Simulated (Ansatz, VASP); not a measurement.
## SrTiO3 in VASP and in Ansatz

```xyz
5
Lattice="3.9069 0.0000 0.0000 0.0000 3.9069 0.0000 0.0000 0.0000 3.9069" Properties=species:S:1:pos:R:3 pbc="T T T"
Sr    0.0000    0.0000    0.0000
Ti    1.9534    1.9534    1.9534
O     1.9534    0.0000    1.9534
O     1.9534    1.9534    0.0000
O     0.0000    1.9534    1.9534
```

Alike in both runs: task single point; functional PBE; k mesh 6 × 6 × 6; no spin polarisation.

```csv
,VASP,Ansatz
version,VASP 6.6.1,Ansatz 0.2.0
potentials or method,"VASP PAW PBE potentials, release 64 (Sr_sv, Ti_sv, O)","plane waves, PAW"
plane-wave cutoff (eV),520,420
occupations,"gaussian, width 0.01 eV",fixed
valence electrons in the cell,40,40
```

|  | VASP | Ansatz | Ansatz less VASP |
| --- | --- | --- | --- |
| gap on the k mesh at the Fermi level (eV) | 1.85 | 1.88 | +0.031 |
| pressure (GPa) | 4.7 | 4.1 | -0.65 |
